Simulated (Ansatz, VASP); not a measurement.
# NaF: VASP beside Ansatz

```
Na F
1.0
     0.00000    2.32656    2.32656
     2.32656    0.00000    2.32656
     2.32656    2.32656    0.00000
Na F
1 1
Cartesian
  0.0000 0.0000 0.0000
  2.3266 2.3266 2.3266
```

Alike in both runs: task single point; functional PBE; k mesh 8 × 8 × 8; no spin polarisation.

|  | VASP | Ansatz |
| --- | --- | --- |
| version | VASP 6.6.1 | Ansatz 0.2.0 |
| potentials or method | VASP PAW PBE potentials, release 64 (Na_pv, F) | plane waves, PAW |
| plane-wave cutoff (eV) | 520 | 420 |
| occupations | gaussian, width 0.01 eV | fixed |
| valence electrons in the cell | 14 | 16 |

|  | VASP | Ansatz | Ansatz less VASP |
| --- | --- | --- | --- |
| gap on the k mesh at the Fermi level (eV) | 6.23 | 6.25 | +0.016 |
| pressure (GPa) | 1.3 | 1.5 | +0.14 |

VASP's potentials hold 14 valence electrons a cell and Ansatz's 16, so a difference there can come from the potentials and not from the codes.
